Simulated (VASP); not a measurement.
Crystal: Si.

```xyz
2
Lattice="0.0000 2.7136 2.7136 2.7136 0.0000 2.7136 2.7136 2.7136 0.0000" Properties=species:S:1:pos:R:3 pbc="T T T"
Si    4.0703    4.0703    4.0703
Si    2.7136    2.7136    2.7136
```

Base run:

| Quantity | Value |
| --- | --- |
| Program | VASP 6.6.1 |
| Functional | RPBE |
| Potentials or basis | VASP PAW PBE potentials, release 64 (Si) |
| Cutoff | 500 eV |
| k mesh | 8 × 8 × 8 |
| Occupations | gaussian, width 0.01 eV |
| Spin | no spin polarisation |

Its results: band gap on the k mesh 0.67 eV, indirect (least direct gap 2.57 eV); pressure 3.6 GPa.

Problem. The run is repeated on the same cell with these changes: functional from RPBE to BLYP. What comes out?

Solution. Band gap on the k mesh 0.84 eV, indirect (least direct gap 2.71 eV); pressure 5.3 GPa.

Caveats: the PAW data sets were made with another functional, which shifts forces and pressure a little.

A k mesh can miss the band edges.
